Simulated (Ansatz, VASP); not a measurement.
**Al in VASP and in Ansatz**

File INCAR:

```
SYSTEM = Al
ALGO = Fast
EDIFF = 1E-6
ENCUT = 520
GGA = PE
ISIF = 2
ISMEAR = 0
LASPH = .True.
LCHARG = .False.
LREAL = .False.
LWAVE = .False.
NBANDS = 10
NELM = 80
PREC = Accurate
SIGMA = 0.15
```

The input KPOINTS:

```
k-points
0
Gamma
  20 20 12
  0 0 0
```

File POSCAR:

```
Al
1.0
   -1.6175102401      1.6175102401      1.6175102401
    1.6175102401     -1.6175102401      1.6175102401
    3.2350204801      3.2350204801      0.0000000000
Al
2
Direct
    0.0298416552     -0.0678630528      0.0000000000
    0.4701583448      0.5678630528      0.5000000000
```

Input for Ansatz:

```yaml
crystal:
  lattice:
    - [-1.6175102401, 1.6175102401, 1.6175102401]
    - [1.6175102401, -1.6175102401, 1.6175102401]
    - [3.2350204801, 3.2350204801, 0.0]
  atoms:
    - { symbol: Al, position: [0.0298416552, -0.0678630528, 0.0] }
    - { symbol: Al, position: [0.4701583448, 0.5678630528, 0.5] }
basis:
  ecutwfc: 420
kpoints:
  mp_grid: { grid: [20, 20, 12] }
hamiltonian:
  xc: pbe
scf:
  occupations: { method: gaussian, width: 0.15 }
output:
  forces: true
  stress: true
  eigenvalues: true
```

Change from the starting cell: mode 1 frozen in at -0.224 Å and mode 5 at -0.061 Å (largest displacements).

Alike in both runs: task single point; functional PBE; k mesh 20 × 20 × 12; occupations gaussian, width 0.15 eV; no spin polarisation.

```csv
,VASP,Ansatz
version,VASP 6.6.1,Ansatz 0.2.0
potentials or method,"VASP PAW PBE potentials, release 64 (Al), cutoff 520 eV","scalar-relativistic, plane waves, PAW"
valence electrons in the cell,6,6
```

Ansatz gave:

```
gap on the k mesh at the Fermi level (eV)                     : none
pressure (GPa)                                                : 0.2
traceless stress, the component that is largest in VASP (GPa) : -1.21
rms of the force components (eV/Å)                            : 0.135
```

Task: Which values does VASP return?

Result: gap on the k mesh at the Fermi level (eV): none; pressure (GPa): 0.1; traceless stress, the component that is largest in VASP (GPa): -1.20; rms of the force components (eV/Å): 0.135.

Atom by atom the forces differ by 0.000 eV/Å (rms over components). A gap of «none» marks a metal or a gap that the smearing closes. With one functional, cell and mesh, what is left measures potentials, basis and numerics.
